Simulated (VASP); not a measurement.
# GdO (F-43m) in VASP: single point with PBE+U

Aim: the single point of GdO with PBE+U.

Everything below comes from runs of VASP 6.6.1. Logs are shortened: lines on timing, memory, paths and dates and some standing lists are left out, and cuts for length are marked.

**1. The cell of the first run**

It takes space group F-43m (No. 216, cubic). Conventional cell: a = 5.397 Å, b = 5.397 Å, c = 5.397 Å, α = 90.00°, β = 90.00°, γ = 90.00°. Within 3.1 Å of Gd (site symmetry -43m) lie 4 O at 2.34 Å. Within 3.1 Å of O (site symmetry -43m) lie 4 Gd at 2.34 Å.

**2. Single point, PBE+U, collinear spin, ferromagnetic start**

INCAR

```
PREC     = Accurate       # precision mode
ENCUT    = 520            # plane-wave cutoff, eV
EDIFF    = 1E-6           # SCF threshold, eV
ISMEAR   = 0              # smearing method
SIGMA    = 0.1            # smearing width, eV
LREAL    = F              # projectors in reciprocal space
LASPH    = T              # aspherical terms in the spheres
NELM     = 150            # most SCF steps
ALGO     = Normal         # electronic algorithm
ISIF     = 2              # what is computed and relaxed
LWAVE    = F              # write WAVECAR
LCHARG   = F              # write CHGCAR
ISPIN    = 2              # spin polarisation
MAGMOM   = 7.72 0         # initial moments
LORBIT   = 11             # projections on sites
LMAXMIX  = 6              # l up to which the mixer works
LDAU     = T              # DFT+U
LDAUTYPE = 2            
LDAUL    = 3 -1           # shell
LDAUU    = 6 0            # U, eV
LDAUJ    = 0 0          
LDAUPRINT= 1            
GGA      = PE             # functional
NBANDS   = 23             # bands
ISYM     = 0
```

KPOINTS

```
Automatic mesh
0
Gamma
  4 3 8
```

POSCAR

```
GdO
1.0
    3.8164450272      0.0000000000      0.0000000000
    0.0000000000      5.3972683175      0.0000000000
    1.9082225136     -2.6986341587      1.9082225136
Gd O
1 1
Direct
    0.0000000000      0.0000000000      0.0000000000
    0.5000000000      0.2500000000      0.0000000000
```

Potentials or basis: VASP PAW PBE potentials, release 64 (Gd, O).

On the command line:

```bash
$ cat potpaw_PBE.64/Gd/POTCAR potpaw_PBE.64/O/POTCAR > POTCAR
$ mpirun -np 1 vasp_std > vasp.out
```

OUTCAR:

```text
PREC = Accurate
   ENCUT = 520
   EDIFF = 1E-6
   ISMEAR = 0
   LREAL = F
   LASPH = T
   NELM = 150
   ISIF = 2
   ISPIN = 2
   LORBIT = 11
   GGA = PE
   ISYM = 0

 ion  position               nearest neighbor table
   1  0.000  0.000  0.000-   2 2.34   2 2.34   2 2.34   2 2.34
   2  0.500  0.250  0.000-   1 2.34   1 2.34   1 2.34   1 2.34

IMPORTANT INFORMATION: All symmetrisations will be switched off!
NOSYMM: (Re-)initialisation of all symmetry stuff for point group C_1.

----------------------------------------------------------------------------------------

                                     Primitive cell

  volume of cell :      39.3063

  direct lattice vectors                    reciprocal lattice vectors
     3.816445027  0.000000000  0.000000000     0.262023950  0.000000000 -0.262023950
     0.000000000  5.397268318  0.000000000     0.000000000  0.185278912  0.262023950
     1.908222514 -2.698634159  1.908222514     0.000000000  0.000000000  0.524047899

  length of vectors
     3.816445027  5.397268318  3.816445027     0.370557823  0.320912489  0.524047899

  position of ions in fractional coordinates (direct lattice)
     0.000000000  0.000000000  0.000000000
     0.500000000  0.250000000  0.000000000

  ion indices of the primitive-cell ions
   primitive index   ion index
                 1           1
                 2           2

----------------------------------------------------------------------------------------

 KPOINTS: Automatic mesh

Automatic generation of k-mesh.
 Grid dimensions read from file:
 generate k-points for:    4    3    8

 Generating k-lattice:

  Cartesian coordinates                     Fractional coordinates (reciprocal lattice)
     0.065505987  0.000000000 -0.065505987     0.250000000  0.000000000  0.000000000
     0.000000000  0.061759637  0.087341317     0.000000000  0.333333333  0.000000000
     0.000000000  0.000000000  0.065505987     0.000000000  0.000000000  0.125000000

  Length of vectors
     0.092639456  0.106970830  0.065505987

  Shift w.r.t. Gamma in fractional coordinates (k-lattice)
     0.000000000  0.000000000  0.000000000

 -----------------------------------------------------------------------------
|                                                                             |
|           W    W    AA    RRRRR   N    N  II  N    N   GGGG   !!!           |
|           W    W   A  A   R    R  NN   N  II  NN   N  G    G  !!!           |
|           W    W  A    A  R    R  N N  N  II  N N  N  G       !!!           |
|           W WW W  AAAAAA  RRRRR   N  N N  II  N  N N  G  GGG   !            |
|           WW  WW  A    A  R   R   N   NN  II  N   NN  G    G                |
|           W    W  A    A  R    R  N    N  II  N    N   GGGG   !!!           |
|                                                                             |
|     Your reciprocal lattice and k-lattice belong to different lattice       |
|     classes:                                                                |
|                                                                             |
[... 97 lines left out ...]
  energy-cutoff  :      520.00
  volume of cell :       39.31
 maximum number of plane-waves:      1067
   NGX = 15   NGY = 21   NGZ = 15

atom =   1  type =  1  l = 3

 onsite density matrix

spin component  1

  0.9944  0.0000 -0.0033  0.0000 -0.0000 -0.0000  0.0000
  0.0000  0.9920 -0.0000 -0.0000 -0.0000 -0.0000 -0.0000
 -0.0033 -0.0000  0.9962 -0.0000  0.0000  0.0000  0.0000
  0.0000 -0.0000 -0.0000  0.9920  0.0000  0.0000 -0.0000
 -0.0000 -0.0000  0.0000  0.0000  0.9919 -0.0000 -0.0001
 -0.0000 -0.0000  0.0000  0.0000 -0.0000  0.9919  0.0000
  0.0000 -0.0000  0.0000 -0.0000 -0.0001  0.0000  0.9920

spin component  2

  0.0053 -0.0000 -0.0026  0.0000 -0.0000 -0.0000 -0.0000
 -0.0000  0.0036  0.0000  0.0000  0.0000  0.0000 -0.0000
 -0.0026  0.0000  0.0066 -0.0000 -0.0000  0.0000 -0.0000
  0.0000  0.0000 -0.0000  0.0036  0.0000  0.0001 -0.0000
 -0.0000  0.0000 -0.0000  0.0000  0.0033  0.0000 -0.0001
 -0.0000  0.0000  0.0000  0.0001  0.0000  0.0033 -0.0000
 -0.0000 -0.0000 -0.0000 -0.0000 -0.0001 -0.0000  0.0035

 occupancies and eigenvectors

  o =  0.0033  v =  0.0000  0.0000  0.0000  0.0000  0.0000  0.0000  0.0000  0.1022 -0.0000  0.0785 -0.2512 -0.0032  0.9593 -0.0013      0.0000  0.0000  0.0000  0.0000  0.0000  0.0000  0.0000  0.0000  0.0000  0.0000  0.0000  0.0000  0.0000  0.0000
  o =  0.0033  v =  0.0000  0.0000  0.0000  0.0000  0.0000  0.0000  0.0000  0.0242  0.0006  0.0188  0.0001  0.9197 -0.0005  0.3914      0.0000  0.0000  0.0000  0.0000  0.0000  0.0000  0.0000  0.0000  0.0000  0.0000  0.0000  0.0000  0.0000  0.0000
  o =  0.0033  v =  0.0000  0.0000  0.0000  0.0000  0.0000  0.0000  0.0000  0.7837 -0.0000  0.6068  0.0327 -0.0280 -0.1247 -0.0119      0.0000  0.0000  0.0000  0.0000  0.0000  0.0000  0.0000  0.0000  0.0000  0.0000  0.0000  0.0000  0.0000  0.0000
  o =  0.0036  v =  0.0000  0.0000  0.0000  0.0000  0.0000  0.0000  0.0000 -0.0000  0.2814 -0.0000  0.0112 -0.3759  0.0029  0.8828      0.0000  0.0000  0.0000  0.0000  0.0000  0.0000  0.0000  0.0000  0.0000  0.0000  0.0000  0.0000  0.0000  0.0000
  o =  0.0036  v =  0.0000  0.0000  0.0000  0.0000  0.0000  0.0000  0.0000  0.0000  0.0084  0.0001 -0.9673 -0.0038 -0.2533  0.0088      0.0000  0.0000  0.0000  0.0000  0.0000  0.0000  0.0000  0.0000  0.0000  0.0000  0.0000  0.0000  0.0000  0.0000
  o =  0.0036  v =  0.0000  0.0000  0.0000  0.0000  0.0000  0.0000  0.0000 -0.0000 -0.9596  0.0000 -0.0052 -0.1097 -0.0014  0.2592      0.0000  0.0000  0.0000  0.0000  0.0000  0.0000  0.0000  0.0000  0.0000  0.0000  0.0000  0.0000  0.0000  0.0000
  o =  0.0086  v =  0.0000  0.0000  0.0000  0.0000  0.0000  0.0000  0.0000  0.6122 -0.0000 -0.7907  0.0001  0.0000 -0.0005 -0.0000      0.0000  0.0000  0.0000  0.0000  0.0000  0.0000  0.0000  0.0000  0.0000  0.0000  0.0000  0.0000  0.0000  0.0000
  o =  0.9918  v =  0.7534  0.0000  0.5753 -0.0654  0.0001  0.3115 -0.0000  0.0000  0.0000  0.0000  0.0000  0.0000  0.0000  0.0000      0.0000  0.0000  0.0000  0.0000  0.0000  0.0000  0.0000  0.0000  0.0000  0.0000  0.0000  0.0000  0.0000  0.0000
  o =  0.9919  v =  0.0008 -0.0135  0.0006  0.0007 -0.9162 -0.0027 -0.4006  0.0000  0.0000  0.0000  0.0000  0.0000  0.0000  0.0000      0.0000  0.0000  0.0000  0.0000  0.0000  0.0000  0.0000  0.0000  0.0000  0.0000  0.0000  0.0000  0.0000  0.0000
  o =  0.9919  v = -0.2485  0.0001 -0.1986 -0.2403 -0.0027  0.9171 -0.0012  0.0000  0.0000  0.0000  0.0000  0.0000  0.0000  0.0000      0.0000  0.0000  0.0000  0.0000  0.0000  0.0000  0.0000  0.0000  0.0000  0.0000  0.0000  0.0000  0.0000  0.0000
  o =  0.9920  v = -0.0117  0.0231 -0.0091  0.9678 -0.0119  0.2485  0.0263  0.0000  0.0000  0.0000  0.0000  0.0000  0.0000  0.0000      0.0000  0.0000  0.0000  0.0000  0.0000  0.0000  0.0000  0.0000  0.0000  0.0000  0.0000  0.0000  0.0000  0.0000
  o =  0.9920  v =  0.0005  0.5827  0.0004 -0.0358 -0.3324 -0.0092  0.7407  0.0000  0.0000  0.0000  0.0000  0.0000  0.0000  0.0000      0.0000  0.0000  0.0000  0.0000  0.0000  0.0000  0.0000  0.0000  0.0000  0.0000  0.0000  0.0000  0.0000  0.0000
  o =  0.9920  v =  0.0000  0.8123  0.0000 -0.0019  0.2236 -0.0006 -0.5387  0.0000  0.0000  0.0000  0.0000  0.0000  0.0000  0.0000      0.0000  0.0000  0.0000  0.0000  0.0000  0.0000  0.0000  0.0000  0.0000  0.0000  0.0000  0.0000  0.0000  0.0000
  o =  0.9987  v =  0.6087  0.0000 -0.7934  0.0016 -0.0000 -0.0065 -0.0000  0.0000  0.0000  0.0000  0.0000  0.0000  0.0000  0.0000      0.0000  0.0000  0.0000  0.0000  0.0000  0.0000  0.0000  0.0000  0.0000  0.0000  0.0000  0.0000  0.0000  0.0000

 number of electron      23.9999998 magnetization       7.9743787

 Free energy of the ion-electron system (eV)
  ---------------------------------------------------
  ext. energy  EPLUGINS =         0.00000000
  ---------------------------------------------------
  free energy    TOTEN  =       -21.69459533 eV

  energy without entropy =      -21.69302335  energy(sigma->0) =      -21.69380934

 E-fermi :   4.1190     XC(G=0): -10.0902

 val. band max:        4.1020499351   @ k =   0.0000  -0.3333   0.3750
 cond. band min:       4.2354727789   @ k =   0.0000   0.0000   0.1250
 fundamental gap:      0.1334228437
 Fermi energy:         4.1190161939

 spin component 1

 k-point     1 :       0.0000    0.0000    0.0000
  band No.  band energies     occupation
      1     -41.8348      1.00000
      2     -19.0218      1.00000
      3     -19.0210      1.00000
      4     -19.0205      1.00000
      5     -15.3359      1.00000
      6      -4.4061      1.00000
[... 1241 lines left out ...]
     22      13.8981      0.00000
     23      16.4741      0.00000

 [... further k-points ...]

------------------------ aborting loop because EDIFF is reached ----------------------------------------

  FORCE on cell =-STRESS in cart. coord.  units (eV):
  Direction    XX          YY          ZZ          XY          YZ          ZX
  --------------------------------------------------------------------------------------
  -------------------------------------------------------------------------------------
  Total       -0.0185209      0.0030632     -0.0089868     -0.0000388     -0.0143345      0.0000539
  in kB       -0.7549378      0.1248597     -0.3663144     -0.0015810     -0.5842921      0.0021981
  external PRESSURE =      -0.3321308 kB  Pullay stress =       0.0000000 kB

 VOLUME and BASIS-vectors are now :
 -----------------------------------------------------------------------------
  energy-cutoff  :      520.00
  volume of cell :       39.31
      direct lattice vectors                 reciprocal lattice vectors
     3.816445027  0.000000000  0.000000000     0.262023950  0.000000000 -0.262023950
     0.000000000  5.397268318  0.000000000     0.000000000  0.185278912  0.262023950
     1.908222514 -2.698634159  1.908222514     0.000000000  0.000000000  0.524047899

 POSITION                                       TOTAL-FORCE (eV/Angst)
 -----------------------------------------------------------------------------------
      0.00000      0.00000      0.00000         0.000008      0.006065     -0.016915
      1.90822      1.34932      0.00000        -0.000008     -0.006065      0.016915
 -----------------------------------------------------------------------------------
    total drift:                                0.000001      0.000012      0.000003

  FREE ENERGIE OF THE ION-ELECTRON SYSTEM (eV)
  ---------------------------------------------------
  free  energy   TOTEN  =       -21.6945953278 eV

  energy  without entropy=      -21.6930233459  energy(sigma->0) =      -21.69380934

 total charge

# of ion       s       p       d       f       tot
--------------------------------------------------
    1        2.034   5.643   0.515   6.972  15.164
    2        1.567   3.438   0.000   0.000   5.004
--------------------------------------------------
tot          3.600   9.080   0.515   6.972  20.168

 magnetization (x)

# of ion       s       p       d       f       tot
--------------------------------------------------
    1        0.007  -0.057   0.209   6.916   7.076
    2        0.006   0.005   0.000   0.000   0.012
--------------------------------------------------
tot          0.014  -0.051   0.209   6.916   7.087
```

Run time: 6.5 min. Hardware: 1 thread of AMD EPYC 7R13, shared host; peak memory 0.23 GiB.

Results:

| Quantity | Value |
| --- | --- |
| Free energy | -21.6946 eV |
| Pressure | 0.0 GPa |
| Band gap on the k mesh | zero (filled and empty bands overlap) |
| Net moment | 7.97 μB per cell |
| Site moments | Gd +7.08; O +0.01 μB |
| Valence electrons inside the program's atomic spheres | Gd 15.16; O 5.00 |

Levels at points of the mesh, in eV from the Fermi level:
Spin up:
| k point | band 14 | band 15 | band 16 | band 17 | band 18 | band 19 |
| --- | --- | --- | --- | --- | --- | --- |
| (0.00, 0.00, 0.00) | -5.64 | -5.64 | -2.48 | 2.42 | 2.42 | 4.31 |
| (0.50, 0.00, 0.00) | -4.51 | -4.50 | -1.06 | 0.90 | 3.97 | 4.42 |
| (0.00, 0.00, 0.50) | -4.51 | -4.51 | -1.07 | 0.90 | 3.97 | 4.42 |
| (0.50, 0.00, 0.50) | -4.51 | -4.50 | -1.06 | 0.90 | 3.97 | 4.42 |
Spin down:
| k point | band 6 | band 7 | band 8 | band 9 | band 10 | band 11 |
| --- | --- | --- | --- | --- | --- | --- |
| (0.00, 0.00, 0.00) | -5.49 | -5.49 | -5.48 | -1.07 | 2.69 | 2.69 |
| (0.50, 0.00, 0.00) | -6.02 | -4.38 | -4.38 | 0.94 | 1.41 | 2.75 |
| (0.00, 0.00, 0.50) | -6.02 | -4.38 | -4.38 | 0.94 | 1.41 | 2.75 |
| (0.50, 0.00, 0.50) | -6.02 | -4.38 | -4.38 | 0.94 | 1.41 | 2.75 |

Eigenvalues of the final occupation matrices:
```tsv
site	spin	trace	eigenvalues
site 1 f	1	6.95	0.99 0.99 0.99 0.99 0.99 0.99 1.00
site 1 f	2	0.03	0.00 0.00 0.00 0.00 0.00 0.00 0.01
```

Caveat: the k points lie up to 0.67 Å⁻¹ apart; spin-orbit coupling is left out, which moves the levels of the heavy elements; a cell with one magnetic atom can't hold antiferromagnetic order, which such compounds often take. The state reached can hang on the start; a lower one may exist.
